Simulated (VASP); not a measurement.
# Ge (P6/mmm) in VASP: further runs

Ge is run at these levels: PBE; tasks: single point.

Everything below comes from runs of VASP 6.6.1. Logs are shortened: lines on timing, memory, paths and dates and some standing lists are left out, and cuts for length are marked.

## 1. The cell of the first run

The structure is hexagonal, space group P6/mmm (No. 191). Conventional cell: a = 3.658 Å, b = 3.658 Å, c = 2.164 Å, α = 90.00°, β = 90.00°, γ = 120.00°. Within 2.9 Å of Ge (site symmetry 6/mmm) lie 14 Ge at 2.16 to 2.37 Å. Ge (site symmetry -6m2) has 11 Ge at 2.11 to 2.37 Å within 2.8 Å.

## 2. Single point, PBE

File INCAR:

```
ALGO = Normal ; EDIFF = 1E-6
ENCUT = 520 ; GGA = PE
ISIF = 2 ; ISMEAR = -1
LASPH = True ; LCHARG = False
LREAL = False ; LWAVE = False
NBANDS = 28 ; NELM = 100
PREC = Accurate ; SIGMA = 0.08
```

File KPOINTS:

```
k-points
0
Gamma
  8 8 10
```

File POSCAR:

```
Ge
1.0
    3.6578160380      0.0000000000      0.0000000000
   -1.8289080190      3.1677616113      0.0000000000
    0.0000000000      0.0000000000      2.1640897323
Ge
3
Direct
    0.0000000000      0.0000000000      0.0000000000
    0.3333333333      0.6666666667      0.5000000000
    0.6666666667      0.3333333333      0.5000000000
```

Potentials or basis: VASP PAW PBE potentials, release 64 (Ge_d).

Run with:

```sh
$ cat potpaw_PBE.64/Ge_d/POTCAR > POTCAR
$ mpirun -np 1 vasp_std > vasp.out
```

OUTCAR:

```text
EDIFF = 1E-6
   ENCUT = 520
   GGA = PE
   ISIF = 2
   ISMEAR = -1
   LASPH = True
   LREAL = False
   NELM = 100
   PREC = Accurate

 ion  position               nearest neighbor table
   1  0.000  0.000  0.000-   2 2.37   3 2.37   2 2.37   3 2.37   3 2.37   3 2.37   2 2.37   2 2.37
                             3 2.37   3 2.37   2 2.37   2 2.37
   2  0.333  0.667  0.500-   3 2.11   3 2.11   3 2.11   1 2.37   1 2.37   1 2.37   1 2.37   1 2.37
                             1 2.37
   3  0.667  0.333  0.500-   2 2.11   2 2.11   2 2.11   1 2.37   1 2.37   1 2.37   1 2.37   1 2.37
                             1 2.37

  LATTYP: Found a hexagonal cell.
 ALAT       =     3.6578160380
 C/A-ratio  =     0.5916343823

  Lattice vectors:

 A1 = (   3.6578160380,   0.0000000000,   0.0000000000)
 A2 = (  -1.8289080190,   3.1677616113,   0.0000000000)
 A3 = (   0.0000000000,   0.0000000000,   2.1640897323)

Analysis of symmetry for initial positions (statically):
=====================================================================
 Subroutine PRICEL returns:
 Original cell was already a primitive cell.

 Routine SETGRP: Setting up the symmetry group for a
 hexagonal supercell.

 Subroutine GETGRP returns: Found 24 space group operations
 (whereof 24 operations were pure point group operations)
 out of a pool of 24 trial point group operations.

The static configuration has the point symmetry D_6h.

Analysis of symmetry for dynamics (positions and initial velocities):
=====================================================================
 Subroutine PRICEL returns:
 Original cell was already a primitive cell.

 Routine SETGRP: Setting up the symmetry group for a
 hexagonal supercell.

 Subroutine GETGRP returns: Found 24 space group operations
 (whereof 24 operations were pure point group operations)
 out of a pool of 24 trial point group operations.

The dynamic configuration has the point symmetry D_6h.

 Subroutine INISYM returns: Found 24 space group operations
 (whereof 24 operations are pure point group operations),
 and found     1 'primitive' translations

----------------------------------------------------------------------------------------

                                     Primitive cell

  volume of cell :      25.0755

  direct lattice vectors                    reciprocal lattice vectors
     3.657816038  0.000000000  0.000000000     0.273387177  0.157840160  0.000000000
[... 76 lines left out ...]
   NGX,Y,Z   is equivalent  to a cutoff of  12.73, 12.73, 12.29 a.u.
   NGXF,Y,Z  is equivalent  to a cutoff of  25.45, 25.45, 24.58 a.u.
 SYSTEM =  unknown system
   PREC   = accura    normal or accurate (medium, high low for compatibility)
   ISTART =      0    job   : 0-new  1-cont  2-samecut
   ICHARG =      2    charge: 1-file 2-atom 10-const
   ISPIN  =      1    spin polarized calculation?
   LNONCOLLINEAR =      F non collinear calculations
   LSORBIT =      F    spin-orbit coupling
   LASPH  =      T    aspherical Exc in radial PAW
   ENCUT  =  520.0 eV  38.22 Ry    6.18 a.u.   6.80  6.80  4.02*2*pi/ulx,y,z
   NELM   =    100;   NELMIN=  2; NELMDL= -5     # of ELM steps
   EDIFF  = 0.1E-05   stopping-criterion for ELM
   LREAL  =      F    real-space projection
   EDIFFG = 0.1E-04   stopping-criterion for IOM
   NSW    =      0    number of steps for IOM
   IBRION =     -1    ionic relax: 0-MD 1-quasi-New 2-CG
   NFREE  =      0    steps in history (QN), initial steepest desc. (CG)
   ISIF   =      2    stress and relaxation
   ISYM   =      2    0-nonsym 1-usesym 2-fastsym
   POTIM  = 0.5000    time-step for ionic-motion
   TEBEG  =    0.0;   TEEND  =   0.0 temperature during run
   PSTRESS=    0.0 pullay stress
   NELECT =      42.0000    total number of electrons
   NUPDOWN=      -1.0000    fix difference up-down
   EMIN   =  10.00;   EMAX   =-10.00  energy-range for DOS
   EFERMI =   0.00;   METHOD = LEGACY
   ISMEAR =    -1;   SIGMA  =   0.08  broadening in eV -4-tet -1-fermi 0-gaus
   EFERMI_NEDOS =   21; number of points for ismear=-14 and -15
   IALGO  =     38    algorithm
   IMIX   =      4    mixing-type and parameters
     AMIX     =   0.40;   BMIX     =  1.00
     AMIX_MAG =   1.60;   BMIX_MAG =  1.00
  volume/ion in A,a.u.               =       8.36        56.41
  Fermi-wavevector in a.u.,A,eV,Ry     =   1.944202  3.674009 51.428954  3.779921
  Thomas-Fermi vector in A             =   2.973203
   LORBIT       =      0    0 simple, 1 ext, 2 COOP (PROOUT), +10 PAW based schemes
   GGA     = PE    functional components
[... 5 lines left out ...]
 non-spin polarized calculation
  energy-cutoff  :      520.00
  volume of cell :       25.08
 maximum number of plane-waves:       692
 NGX is ok and might be reduce to    28

 number of electron      41.9999979 magnetization

 Free energy of the ion-electron system (eV)
  ---------------------------------------------------
  ext. energy  EPLUGINS =         0.00000000
  ---------------------------------------------------
  free energy    TOTEN  =         4.82765721 eV

  energy without entropy =        4.84679921  energy(sigma->0) =        4.83722821

 E-fermi :  20.0551     XC(G=0): -16.1018

 val. band max:       20.0073246588   @ k =   0.0000   0.0000   0.5000
 cond. band min:      20.1055968482   @ k =   0.2500   0.1250   0.2000
 fundamental gap:      0.0982721894
 Fermi energy:        20.0551337858

 k-point     1 :       0.0000    0.0000    0.0000
  band No.  band energies     occupation
      1      -7.5238      2.00000
      2      -6.9758      2.00000
      3      -6.8671      2.00000
      4      -6.7151      2.00000
      5      -6.7151      2.00000
      6      -6.5337      2.00000
[... 733 lines left out ...]
     27      30.0401      0.00000
     28      31.3187      0.00000

 [... further k-points ...]
[... 5 lines left out ...]
  --------------------------------------------------------------------------------------
  -------------------------------------------------------------------------------------
  Total       57.6823744     57.6823744     57.6928944     -0.0000000      0.0000000      0.0000000
  in kB     3685.5651784   3685.5651784   3686.2373433     -0.0000000      0.0000000      0.0000000
  external PRESSURE =    3685.7892334 kB  Pullay stress =       0.0000000 kB

 VOLUME and BASIS-vectors are now :
 -----------------------------------------------------------------------------
  energy-cutoff  :      520.00
  volume of cell :       25.08
      direct lattice vectors                 reciprocal lattice vectors
     3.657816038  0.000000000  0.000000000     0.273387177  0.157840160  0.000000000
    -1.828908019  3.167761611  0.000000000     0.000000000  0.315680320  0.000000000
     0.000000000  0.000000000  2.164089732     0.000000000  0.000000000  0.462088048

 POSITION                                       TOTAL-FORCE (eV/Angst)
 -----------------------------------------------------------------------------------
      0.00000      0.00000      0.00000         0.000000      0.000000      0.000000
     -0.00000      2.11184      1.08204         0.000000      0.000000      0.000000
      1.82891      1.05592      1.08204        -0.000000      0.000000     -0.000000
 -----------------------------------------------------------------------------------
    total drift:                                0.000000      0.000000     -0.000000

  FREE ENERGIE OF THE ION-ELECTRON SYSTEM (eV)
  ---------------------------------------------------
  free  energy   TOTEN  =         4.8276572078 eV

  energy  without entropy=        4.8467992122  energy(sigma->0) =        4.83722821
```

OSZICAR:

```text
N       E                     dE             d eps       ncg     rms          rms(c)
DAV:   1     0.279995270472E+03    0.28000E+03   -0.18539E+04  4296   0.489E+03
DAV:   2     0.387958317888E+02   -0.24120E+03   -0.23357E+03  3360   0.633E+02
DAV:   3     0.498818275815E+01   -0.33808E+02   -0.33324E+02  3556   0.167E+02
DAV:   4     0.406915790505E+01   -0.91902E+00   -0.91561E+00  3772   0.344E+01
DAV:   5     0.405960099282E+01   -0.95569E-02   -0.95488E-02  3892   0.339E+00    0.925E+00
DAV:   6     0.450384858402E+01    0.44425E+00   -0.49326E-02  5480   0.125E+01    0.526E+00
DAV:   7     0.482763666257E+01    0.32379E+00   -0.14787E-01  5496   0.776E+00    0.451E-01
DAV:   8     0.482733502705E+01   -0.30164E-03   -0.76941E-03  5736   0.431E+00    0.149E-01
DAV:   9     0.482754149550E+01    0.20647E-03   -0.10871E-03  5308   0.731E-01    0.698E-02
DAV:  10     0.482764946025E+01    0.10796E-03   -0.12125E-04  5796   0.880E-01    0.205E-02
DAV:  11     0.482765679000E+01    0.73297E-05   -0.98187E-06  4292   0.122E-01    0.433E-03
DAV:  12     0.482765720778E+01    0.41777E-06   -0.13456E-06  2512   0.652E-02
   1 F= 0.48276572E+01 E0= 0.48372282E+01  d E =-.191420E-01
```

Run time: 18 s. Hardware: 1 thread of Intel Xeon 6975P-C (Granite Rapids), shared host; peak memory 0.15 GiB.

Results:

* Free energy: 4.8277 eV
* Pressure: 368.6 GPa
* Band gap on the k mesh: zero (band 21 reaches 24.19 eV, above the bottom of band 22 at 13.97 eV)

## 3. Single point, PBE

File INCAR:

```
SYSTEM = Ge
PREC = Accurate
ENCUT = 520
EDIFF = 1E-7
ISMEAR = -1
SIGMA = 0.08
LREAL = .False.
LASPH = .True.
NELM = 100
ALGO = Normal
ISIF = 2
LWAVE = .False.
LCHARG = .False.
GGA = PE
NBANDS = 28
```

File KPOINTS:

```
regular mesh
0
Gamma
  8 8 10
  0 0 0
```

POSCAR is that of step 2.

Potentials or basis: VASP PAW PBE potentials, release 64 (Ge_d).

Run with:

```sh
$ cat potpaw_PBE.64/Ge_d/POTCAR > POTCAR
$ mpirun -np 1 vasp_std > vasp.out
```

OUTCAR:

```text
SYSTEM = Ge
   PREC = Accurate
   ENCUT = 520
   EDIFF = 1E-7
   ISMEAR = -1
   LREAL = .False.
   LASPH = .True.
   NELM = 100
   ISIF = 2
   GGA = PE

 ion  position               nearest neighbor table
   1  0.000  0.000  0.000-   2 2.37   3 2.37   2 2.37   3 2.37   3 2.37   3 2.37   2 2.37   2 2.37
                             3 2.37   3 2.37   2 2.37   2 2.37
   2  0.333  0.667  0.500-   3 2.11   3 2.11   3 2.11   1 2.37   1 2.37   1 2.37   1 2.37   1 2.37
                             1 2.37
   3  0.667  0.333  0.500-   2 2.11   2 2.11   2 2.11   1 2.37   1 2.37   1 2.37   1 2.37   1 2.37
                             1 2.37

  LATTYP: Found a hexagonal cell.
[... 942 lines left out ...]
  --------------------------------------------------------------------------------------
  -------------------------------------------------------------------------------------
  Total       57.6723278     57.6723278     57.6825582      0.0000000      0.0000000      0.0000000
  in kB     3684.9232561   3684.9232562   3685.5769227      0.0000000      0.0000000      0.0000000
  external PRESSURE =    3685.1411450 kB  Pullay stress =       0.0000000 kB

 VOLUME and BASIS-vectors are now :
 -----------------------------------------------------------------------------
  energy-cutoff  :      520.00
  volume of cell :       25.08
      direct lattice vectors                 reciprocal lattice vectors
     3.657816038  0.000000000  0.000000000     0.273387177  0.157840160  0.000000000
    -1.828908019  3.167761611  0.000000000     0.000000000  0.315680320  0.000000000
     0.000000000  0.000000000  2.164089732     0.000000000  0.000000000  0.462088048

 POSITION                                       TOTAL-FORCE (eV/Angst)
 -----------------------------------------------------------------------------------
      0.00000      0.00000      0.00000         0.000000      0.000000      0.000000
     -0.00000      2.11184      1.08204        -0.000000      0.000000     -0.000000
      1.82891      1.05592      1.08204        -0.000000      0.000000      0.000000
 -----------------------------------------------------------------------------------
    total drift:                                0.000000      0.000000     -0.000000

  FREE ENERGIE OF THE ION-ELECTRON SYSTEM (eV)
  ---------------------------------------------------
  free  energy   TOTEN  =         4.8276568883 eV

  energy  without entropy=        4.8467985473  energy(sigma->0) =        4.83722772
```

OSZICAR:

```text
N       E                     dE             d eps       ncg     rms          rms(c)
DAV:   1     0.279995270472E+03    0.28000E+03   -0.18539E+04  4296   0.489E+03
DAV:   2     0.387958317888E+02   -0.24120E+03   -0.23357E+03  3360   0.633E+02
DAV:   3     0.498818275815E+01   -0.33808E+02   -0.33324E+02  3556   0.167E+02
DAV:   4     0.406915790505E+01   -0.91902E+00   -0.91561E+00  3772   0.344E+01
DAV:   5     0.405960099282E+01   -0.95569E-02   -0.95488E-02  3892   0.339E+00    0.925E+00
DAV:   6     0.450384858402E+01    0.44425E+00   -0.49326E-02  5480   0.125E+01    0.526E+00
DAV:   7     0.482763666257E+01    0.32379E+00   -0.14787E-01  5496   0.776E+00    0.451E-01
DAV:   8     0.482733502705E+01   -0.30164E-03   -0.76941E-03  5736   0.431E+00    0.149E-01
DAV:   9     0.482754149550E+01    0.20647E-03   -0.10871E-03  5308   0.731E-01    0.698E-02
DAV:  10     0.482764946025E+01    0.10796E-03   -0.12125E-04  5796   0.880E-01    0.205E-02
DAV:  11     0.482765664396E+01    0.71837E-05   -0.11274E-05  5380   0.122E-01    0.461E-03
DAV:  12     0.482765712695E+01    0.48298E-06   -0.11482E-06  5260   0.592E-02    0.117E-03
DAV:  13     0.482765693934E+01   -0.18761E-06   -0.15860E-07  2632   0.968E-03    0.200E-04
DAV:  14     0.482765688834E+01   -0.50994E-07   -0.56105E-08  2036   0.810E-03
   1 F= 0.48276569E+01 E0= 0.48372277E+01  d E =-.191417E-01
```

stdout:

```text
POSCAR found type information on POSCAR Ge
 POSCAR found :  1 types and       3 ions
 scaLAPACK will be used
 LDA part: xc-table for (Slater+PW92), standard interpolation
 POSCAR, INCAR and KPOINTS ok, starting setup
 FFT: planning ... GRIDC
 FFT: planning ... GRID_SOFT
 FFT: planning ... GRID
 WAVECAR not read
 entering main loop
```

It took 22 s on 1 thread of Intel Xeon 6975P-C (Granite Rapids), shared host; peak memory 0.15 GiB.

What came out:

```yaml
Free_energy: 4.8277 eV
Pressure: 368.5 GPa
Band_gap_on_the_k_mesh: zero (band 21 reaches 24.19 eV, above the bottom of band 22 at 13.97 eV)
```

(Part 1 of 2 ends here.)
